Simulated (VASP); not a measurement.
Set up this calculation in VASP 6.6.1, as the native input.

* Task: single point
* Functional: PBE
* Dispersion: D3(BJ)
* Potentials or basis: VASP PAW PBE potentials, release 64 (Ti_sv, Si)
* Cutoff: 520 eV
* k mesh: 6 × 6 × 1
* Occupations: gaussian, width 0.1 eV
* Spin: no spin polarisation
* Dipole correction: yes
* Further INCAR settings: LREAL = Auto; ALGO = Normal; EDIFF = 1e-06; NBANDS = 138

The structure of Ti20Si lies in POSCAR:

```
Ti20Si
1.0
    5.7723543927      0.0000000000      0.0000000000
   -2.8861771964      4.9990055437      0.0000000000
    0.0000000000      0.0000000000     26.5136816007
Ti Si
20 1
Direct
    0.3333333333      0.1666666667      0.1508655064
    0.3333333333      0.6666666667      0.1508655064
    0.8333333333      0.1666666667      0.1508655064
    0.8333333333      0.6666666667      0.1508655064
    0.1666666667      0.3333333333      0.2371222810
    0.1666666667      0.8333333333      0.2371222810
    0.6666666667      0.3333333333      0.2371222810
    0.6666666667      0.8333333333      0.2371222810
    0.3333333333      0.1666666667      0.3246428138
    0.3333333333      0.6666666667      0.3246428138
    0.8333333333      0.1666666667      0.3246428138
    0.8333333333      0.6666666667      0.3246428138
    0.1666666667      0.3333333333      0.4130984878
    0.1666666667      0.8333333333      0.4130984878
    0.6666666667      0.3333333333      0.4130984878
    0.6666666667      0.8333333333      0.4130984878
    0.3333333333      0.1666666667      0.4946005537
    0.3333333333      0.6666666667      0.4946005537
    0.8333333333      0.1666666667      0.4946005537
    0.8333333333      0.6666666667      0.4946005537
    0.6666666667      0.3333333333      0.5888914952
```

The input as run:

INCAR

```
SYSTEM = Ti20Si
PREC = Accurate
ENCUT = 520
EDIFF = 1E-6
ISMEAR = 0
SIGMA = 0.1
LREAL = Auto
LASPH = .True.
NELM = 60
ALGO = Normal
ISIF = 2
LWAVE = .False.
LCHARG = .False.
LDIPOL = .True.
IDIPOL = 3
DIPOL = 0.5 0.5 0.337
GGA = PE
IVDW = 12
NBANDS = 138
```

KPOINTS

```
Automatic mesh
0
Gamma
  6 6 1
  0 0 0
```

Potentials or basis: VASP PAW PBE potentials, release 64 (Ti_sv, Si).

Command:

```console
$ cat potpaw_PBE.64/Ti_sv/POTCAR potpaw_PBE.64/Si/POTCAR > POTCAR
$ mpirun -np 1 vasp_std > vasp.out
```

Results of the run:

| Item | Value |
| --- | --- |
| Largest force | 2.353 eV/Å |
| Band gap on the k mesh | zero (bands 122 and 123 overlap by 0.78 eV) |
| Dispersion energy per atom | -0.496 eV |

Run time: 46 min on 1 thread of Intel(R) Xeon(R) 6975P-C (Granite Rapids), with other jobs on the host, peak memory 1.1 GiB.
